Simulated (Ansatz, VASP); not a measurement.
**Two plane-wave programs on Ge**

```xyz
12
Lattice="5.9247 0.0000 0.0000 0.0000 5.9247 0.0000 0.0000 0.0000 6.9712" Properties=species:S:1:pos:R:3 pbc="T T T"
Ge    0.5254    0.5254    0.0000
Ge    2.4369    3.4878    5.2284
Ge    5.3993    5.3993    3.4856
Ge    3.4878    2.4369    1.7428
Ge    1.0170    2.1887    1.7901
Ge    0.7736    3.9793    0.0473
Ge    4.9078    3.7360    5.2757
Ge    5.1511    1.9454    3.5329
Ge    3.9793    0.7736   -0.0473
Ge    3.7360    4.9078    1.6955
Ge    1.9454    5.1511    3.4383
Ge    2.1887    1.0170    5.1811
```

Alike in both runs: functional PBEsol; k mesh 6 × 6 × 4; occupations gaussian, width 0.02 eV; no spin polarisation.

Ansatz relaxed the structure, and its values are those at the end. VASP's run is a single point on that final structure, the one shown.

|  | VASP | Ansatz |
| --- | --- | --- |
| version | VASP 6.6.1 | Ansatz 0.2.0 |
| potentials or method | VASP PAW PBE potentials, release 64 (Ge_d), cutoff 520 eV | scalar-relativistic, plane waves, PAW |
| valence electrons in the cell | 168 | 168 |

```tsv
	VASP	Ansatz	Ansatz less VASP
gap on the k mesh at the Fermi level (eV)	0.46	0.45	-0.005
least direct gap on the mesh (eV)	0.46	0.45	-0.005
pressure (GPa)	0.0	0.0	+0.01
```

VASP's potentials were made for PBE, not for PBEsol.
